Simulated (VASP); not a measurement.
Write the native input for VASP 6.6.1 that does the following.

```yaml
Task: single point
Functional: PBE
Potentials_or_basis: VASP PAW PBE potentials, release 64 (Sr_sv)
Cutoff: 520 eV
k_mesh: 10 × 10 × 10
Occupations: fermi-dirac, width 0.05 eV
Spin: no spin polarisation
Dipole_correction: no
Further_INCAR_settings: ALGO = Normal; EDIFF = 1e-06; NBANDS = 11
```

The structure of Sr lies in POSCAR:

```
Sr
1.0
    3.5431732066      0.0000000000      0.0000000000
    0.0000000000      3.5431732066      0.0000000000
    0.0000000000      0.0000000000      3.5431732066
Sr
1
Direct
    0.0000000000      0.0000000000      0.0000000000
```

This cell differs from its parent crystal: volume scaled by 0.78.

One way to write it, as run:

INCAR

```
PREC = Accurate
ENCUT = 520
EDIFF = 1E-6
ISMEAR = -1
SIGMA = 0.05
LREAL = F
LASPH = T
NELM = 60
ALGO = Normal
ISIF = 2
LWAVE = F
LCHARG = F
GGA = PE
NBANDS = 11
```

KPOINTS

```
Automatic mesh
0
Gamma
  10 10 10
```

Potentials or basis: VASP PAW PBE potentials, release 64 (Sr_sv).

Command:

```console
$ cat potpaw_PBE.64/Sr_sv/POTCAR > POTCAR
$ mpirun -np 1 vasp_std > vasp.out
```

Results of the run:

```yaml
Pressure: 2.8 GPa
Band_gap_on_the_k_mesh: zero (band 5 reaches 2.54 eV, above the bottom of band 6 at 1.98 eV)
```

It took 20 s on 1 thread of AMD EPYC 7R43 64-Core Processor (Zen 3), with other jobs on the host, peak memory 0.13 GiB.
